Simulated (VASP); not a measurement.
# SiC (P3m1) in VASP: further runs

Runs on SiC. Level: PBE. Tasks: single point.

All numbers are computed with VASP 6.6.1; they aren't measurements. Logs are shortened: lines on timing, memory, paths and dates and some standing lists are left out, and cuts for length are marked.

**1. The cell of the first run**

Symmetry: P3m1, No. 156, trigonal system. Conventional cell: a = 3.076 Å, b = 3.076 Å, c = 5.048 Å, α = 90.00°, β = 90.00°, γ = 120.00°. Si (site symmetry 3m) has 4 C at 1.82 to 2.14 Å within 2.4 Å. Si (site symmetry 3m) has 4 C at 1.87 to 1.94 Å within 2.5 Å. C (site symmetry 3m) has 4 Si at 1.87 to 2.14 Å within 2.5 Å. C (site symmetry 3m) has 4 Si at 1.82 to 1.94 Å within 2.4 Å.

**2. Single point, PBE (atom 1 (Si) moved by (+0.000, -0.200) A along [1 1 0] and z)**

Input file INCAR:

```
PREC = Accurate
ENCUT = 520
EDIFF = 1E-6
ISMEAR = 0
SIGMA = 0.05
LREAL = F
LASPH = T
NELM = 60
ALGO = Normal
ISIF = 2
LWAVE = F
LCHARG = F
GGA = PE
NBANDS = 16
```

Input file KPOINTS:

```
Automatic mesh
0
Gamma
  6 6 4
```

Input file POSCAR:

```
SiC
1.0
    3.0759982064      0.0000000000      0.0000000000
   -1.5379991032      2.6638925888      0.0000000000
    0.0000000000      0.0000000000      5.0480000000
Si C
2 2
Direct
    0.3333333333      0.6666666667     -0.0396196513
    0.6666666667      0.3333333333      0.5000000000
    0.3333333333      0.6666666667      0.3850000000
    0.6666666667      0.3333333333      0.8850000000
```

Potentials or basis: VASP PAW PBE potentials, release 64 (Si, C).

Launch:

```sh
$ cat potpaw_PBE.64/Si/POTCAR potpaw_PBE.64/C/POTCAR > POTCAR
$ mpirun -np 1 vasp_std > vasp.out
```

OUTCAR:

```text
PREC = Accurate
   ENCUT = 520
   EDIFF = 1E-6
   ISMEAR = 0
   LREAL = F
   LASPH = T
   NELM = 60
   ISIF = 2
   GGA = PE

 ion  position               nearest neighbor table
   1  0.333  0.667  0.960-   4 1.82   4 1.82   4 1.82   3 2.14   2 2.92   2 2.92   2 2.92
   2  0.667  0.333  0.500-   3 1.87   3 1.87   3 1.87   4 1.94   1 2.92   1 2.92   1 2.92
   3  0.333  0.667  0.385-   2 1.87   2 1.87   2 1.87   1 2.14
   4  0.667  0.333  0.885-   1 1.82   1 1.82   1 1.82   2 1.94

  LATTYP: Found a hexagonal cell.
 ALAT       =     3.0759982064
 C/A-ratio  =     1.6410932846

  Lattice vectors:

 A1 = (   3.0759982064,   0.0000000000,   0.0000000000)
 A2 = (  -1.5379991032,   2.6638925888,   0.0000000000)
 A3 = (   0.0000000000,   0.0000000000,   5.0480000000)

Analysis of symmetry for initial positions (statically):
=====================================================================
 Subroutine PRICEL returns:
 Original cell was already a primitive cell.

 Routine SETGRP: Setting up the symmetry group for a
 hexagonal supercell.

 Subroutine GETGRP returns: Found  6 space group operations
 (whereof  6 operations were pure point group operations)
 out of a pool of 24 trial point group operations.

The static configuration has the point symmetry C_3v.

Analysis of symmetry for dynamics (positions and initial velocities):
=====================================================================
 Subroutine PRICEL returns:
 Original cell was already a primitive cell.

 Routine SETGRP: Setting up the symmetry group for a
 hexagonal supercell.

 Subroutine GETGRP returns: Found  6 space group operations
 (whereof  6 operations were pure point group operations)
 out of a pool of 24 trial point group operations.

The dynamic configuration has the point symmetry C_3v.

 Subroutine INISYM returns: Found  6 space group operations
 (whereof  6 operations are pure point group operations),
 and found     1 'primitive' translations

----------------------------------------------------------------------------------------

                                     Primitive cell

  volume of cell :      41.3640

  direct lattice vectors                    reciprocal lattice vectors
     3.075998206  0.000000000  0.000000000     0.325097719  0.187695255  0.000000000
    -1.537999103  2.663892589  0.000000000     0.000000000  0.375390511  0.000000000
     0.000000000  0.000000000  5.048000000     0.000000000  0.000000000  0.198098257

  length of vectors
     3.075998206  3.075998206  5.048000000     0.375390511  0.375390511  0.198098257

  position of ions in fractional coordinates (direct lattice)
     0.333333333  0.666666667  0.960380349
     0.666666667  0.333333333  0.500000000
     0.333333333  0.666666667  0.385000000
     0.666666667  0.333333333  0.885000000

  ion indices of the primitive-cell ions
   primitive index   ion index
                 1           1
                 2           2
                 3           3
                 4           4

----------------------------------------------------------------------------------------

 KPOINTS: Automatic mesh

Automatic generation of k-mesh.
 Grid dimensions read from file:
 generate k-points for:    6    6    4

 Generating k-lattice:

  Cartesian coordinates                     Fractional coordinates (reciprocal lattice)
     0.054182953  0.031282543  0.000000000     0.166666667 -0.000000000  0.000000000
     0.000000000  0.062565085  0.000000000     0.000000000  0.166666667  0.000000000
     0.000000000  0.000000000  0.049524564     0.000000000  0.000000000  0.250000000

  Length of vectors
     0.062565085  0.062565085  0.049524564

  Shift w.r.t. Gamma in fractional coordinates (k-lattice)
     0.000000000  0.000000000  0.000000000

 Subroutine IBZKPT returns following result:
 ===========================================

 Found     24 irreducible k-points:

 Following reciprocal coordinates:
            Coordinates               Weight
  0.000000  0.000000  0.000000      1.000000
  0.166667 -0.000000  0.000000      6.000000
  0.333333 -0.000000  0.000000      6.000000
  0.500000  0.000000  0.000000      3.000000
  0.166667  0.166667  0.000000      6.000000
  0.333333  0.166667  0.000000     12.000000
[... 16 lines left out ...]
  0.333333  0.166667  0.500000     12.000000
  0.333333  0.333333  0.500000      2.000000
   k-points           NKPTS =     24   k-points in BZ     NKDIM =     24   number of bands    NBANDS=     16
   number of dos      NEDOS =    301   number of ions     NIONS =      4
   total plane-waves  NPLWV =  23040
   dimension x,y,z NGX =    24 NGY =   24 NGZ =   40
   dimension x,y,z NGXF=    48 NGYF=   48 NGZF=   80
   ions per type =               2   2
   NGX,Y,Z   is equivalent  to a cutoff of  12.97, 12.97, 13.17 a.u.
   NGXF,Y,Z  is equivalent  to a cutoff of  25.94, 25.94, 26.35 a.u.
 SYSTEM =  unknown system
   PREC   = accura    normal or accurate (medium, high low for compatibility)
   ISTART =      0    job   : 0-new  1-cont  2-samecut
   ICHARG =      2    charge: 1-file 2-atom 10-const
   ISPIN  =      1    spin polarized calculation?
   LNONCOLLINEAR =      F non collinear calculations
   LSORBIT =      F    spin-orbit coupling
   LASPH  =      T    aspherical Exc in radial PAW
   ENCUT  =  520.0 eV  38.22 Ry    6.18 a.u.   5.72  5.72  9.39*2*pi/ulx,y,z
   NELM   =     60;   NELMIN=  2; NELMDL= -5     # of ELM steps
   EDIFF  = 0.1E-05   stopping-criterion for ELM
   LREAL  =      F    real-space projection
   EDIFFG = 0.1E-04   stopping-criterion for IOM
   NSW    =      0    number of steps for IOM
   IBRION =     -1    ionic relax: 0-MD 1-quasi-New 2-CG
   NFREE  =      0    steps in history (QN), initial steepest desc. (CG)
   ISIF   =      2    stress and relaxation
   ISYM   =      2    0-nonsym 1-usesym 2-fastsym
   POTIM  = 0.5000    time-step for ionic-motion
   TEBEG  =    0.0;   TEEND  =   0.0 temperature during run
   PSTRESS=    0.0 pullay stress
   NELECT =      16.0000    total number of electrons
   NUPDOWN=      -1.0000    fix difference up-down
   EMIN   =  10.00;   EMAX   =-10.00  energy-range for DOS
   EFERMI =   0.00;   METHOD = LEGACY
   ISMEAR =     0;   SIGMA  =   0.05  broadening in eV -4-tet -1-fermi 0-gaus
   EFERMI_NEDOS =   21; number of points for ismear=-14 and -15
   IALGO  =     38    algorithm
   IMIX   =      4    mixing-type and parameters
     AMIX     =   0.40;   BMIX     =  1.00
     AMIX_MAG =   1.60;   BMIX_MAG =  1.00
  volume/ion in A,a.u.               =      10.34        69.78
  Fermi-wavevector in a.u.,A,eV,Ry     =   1.192818  2.254099 19.358564  1.422814
  Thomas-Fermi vector in A             =   2.328847
   LORBIT       =      0    0 simple, 1 ext, 2 COOP (PROOUT), +10 PAW based schemes
   GGA     = PE    functional components
   LHFCALC =     F    Hartree Fock is set to
   AEXX    =    0.0000 exact exchange contribution
   IVDW    =     0    specifies the selected vdW correction
   LEPSILON=     F    determine dielectric tensor
   LRPA    =     F    only Hartree local field effects (RPA)
 non-spin polarized calculation
 Gauss-broadening in eV      SIGMA  =   0.05
  energy-cutoff  :      520.00
  volume of cell :       41.36
 maximum number of plane-waves:      1132
 NGX is ok and might be reduce to    24
   NGX = 11   NGY = 11   NGZ = 19

 number of electron      16.0000000 magnetization

 Free energy of the ion-electron system (eV)
  ---------------------------------------------------
  ext. energy  EPLUGINS =         0.00000000
  ---------------------------------------------------
  free energy    TOTEN  =       -29.53961210 eV

  energy without entropy =      -29.53961210  energy(sigma->0) =      -29.53961210

 E-fermi :   9.1473     XC(G=0): -11.3414

 val. band max:        8.9215002166   @ k =   0.0000   0.0000   0.0000
 cond. band min:      10.7769158461   @ k =   0.5000   0.0000   0.0000
 fundamental gap:      1.8554156294
 Fermi energy:         9.1472570941

 k-point     1 :       0.0000    0.0000    0.0000
  band No.  band energies     occupation
      1      -7.5190      2.00000
      2      -3.8687      2.00000
      3       0.0016      2.00000
      4       6.2811      2.00000
      5       6.2811      2.00000
      6       8.1894      2.00000
[... 8 lines left out ...]
     15      16.9151      0.00000
     16      19.8772      0.00000

 k-point     2 :       0.1667   -0.0000    0.0000
  band No.  band energies     occupation
      1      -7.0417      2.00000
      2      -3.4547      2.00000
      3       0.4488      2.00000
      4       4.2685      2.00000
      5       5.6796      2.00000
      6       6.5428      2.00000
[... 8 lines left out ...]
     15      17.8044      0.00000
     16      18.0086      0.00000

 k-point     3 :       0.3333   -0.0000    0.0000
  band No.  band energies     occupation
      1      -5.6809      2.00000
      2      -2.4373      2.00000
      3       0.8502      2.00000
      4       2.0401      2.00000
      5       3.7272      2.00000
      6       4.7976      2.00000
[... 8 lines left out ...]
     15      18.9051      0.00000
     16      20.0480      0.00000

 k-point     4 :       0.5000    0.0000    0.0000
  band No.  band energies     occupation
      1      -4.2564      2.00000
      2      -2.4977      2.00000
      3       0.1574      2.00000
      4       1.7780      2.00000
      5       3.2658      2.00000
      6       4.4446      2.00000
[... 8 lines left out ...]
     15      18.4117      0.00000
     16      20.4706      0.00000
[... 324 lines left out ...]
 k-point    22 :       0.1667    0.1667    0.5000
  band No.  band energies     occupation
      1      -5.5101      2.00000
      2      -4.1833      2.00000
      3       2.2912      2.00000
      4       3.3488      2.00000
      5       4.4862      2.00000
      6       5.3368      2.00000
[... 8 lines left out ...]
     15      18.5842      0.00000
     16      18.7882      0.00000

 k-point    23 :       0.3333    0.1667    0.5000
  band No.  band energies     occupation
      1      -4.0276      2.00000
      2      -2.6810      2.00000
      3       0.0434      2.00000
      4       1.1985      2.00000
      5       3.2946      2.00000
      6       4.5585      2.00000
[... 8 lines left out ...]
     15      19.4296      0.00000
     16      20.1274      0.00000

 k-point    24 :       0.3333    0.3333    0.5000
  band No.  band energies     occupation
      1      -3.2477      2.00000
      2      -1.9019      2.00000
      3      -0.1299      2.00000
      4       0.8766      2.00000
      5       1.7216      2.00000
      6       3.0394      2.00000
[... 8 lines left out ...]
     15      19.1898      0.00000
     16      20.0060      0.00000

------------------------ aborting loop because EDIFF is reached ----------------------------------------

  FORCE on cell =-STRESS in cart. coord.  units (eV):
  Direction    XX          YY          ZZ          XY          YZ          ZX
  --------------------------------------------------------------------------------------
  -------------------------------------------------------------------------------------
  Total        2.6212206      2.6212206     -0.4563333      0.0000000      0.0000000      0.0000000
  in kB      101.5294458    101.5294458    -17.6754563      0.0000000      0.0000000      0.0000000
  external PRESSURE =      61.7944784 kB  Pullay stress =       0.0000000 kB

 VOLUME and BASIS-vectors are now :
 -----------------------------------------------------------------------------
  energy-cutoff  :      520.00
  volume of cell :       41.36
      direct lattice vectors                 reciprocal lattice vectors
     3.075998206  0.000000000  0.000000000     0.325097719  0.187695255  0.000000000
    -1.537999103  2.663892589  0.000000000     0.000000000  0.375390511  0.000000000
     0.000000000  0.000000000  5.048000000     0.000000000  0.000000000  0.198098257

 POSITION                                       TOTAL-FORCE (eV/Angst)
 -----------------------------------------------------------------------------------
     -0.00000      1.77593      4.84800         0.000000     -0.000000      3.955219
      1.53800      0.88796      2.52400        -0.000000     -0.000000     -0.974415
     -0.00000      1.77593      1.94348         0.000000      0.000000     -1.026829
      1.53800      0.88796      4.46748         0.000000     -0.000000     -1.953974
 -----------------------------------------------------------------------------------
    total drift:                                0.000000      0.000000      0.000714

  FREE ENERGIE OF THE ION-ELECTRON SYSTEM (eV)
  ---------------------------------------------------
  free  energy   TOTEN  =       -29.5396120998 eV

  energy  without entropy=      -29.5396120998  energy(sigma->0) =      -29.53961210
```

Wall time 20 s (1 thread of AMD EPYC 7R43 (Zen 3), shared host); peak memory 0.12 GiB.

Results:

```yaml
Free_energy: -29.5396 eV
Pressure: 6.2 GPa
Largest_force: 3.955 eV/Å
Band_gap_on_the_k_mesh: 1.86 eV, indirect (least direct gap 3.85 eV)
```

Forces on the atoms (eV/Å):
```
Si   0.000  0.000  3.955
Si   0.000  0.000 -0.974
C    0.000  0.000 -1.027
C    0.000  0.000 -1.954
```

Stress tensor (GPa, compression positive):
```
10.15  0.00  0.00
 0.00 10.15  0.00
 0.00  0.00 -1.77
```

Caveat: the cell differs from its parent crystal (atom 1 (Si) moved by (+0.000, -0.200) A along [1 1 0] and z); forces of over 1 eV/Å act on the atoms, so gaps and moduli don't describe the material at rest. A k mesh can miss the band edges.

[end of part 1 of 2]
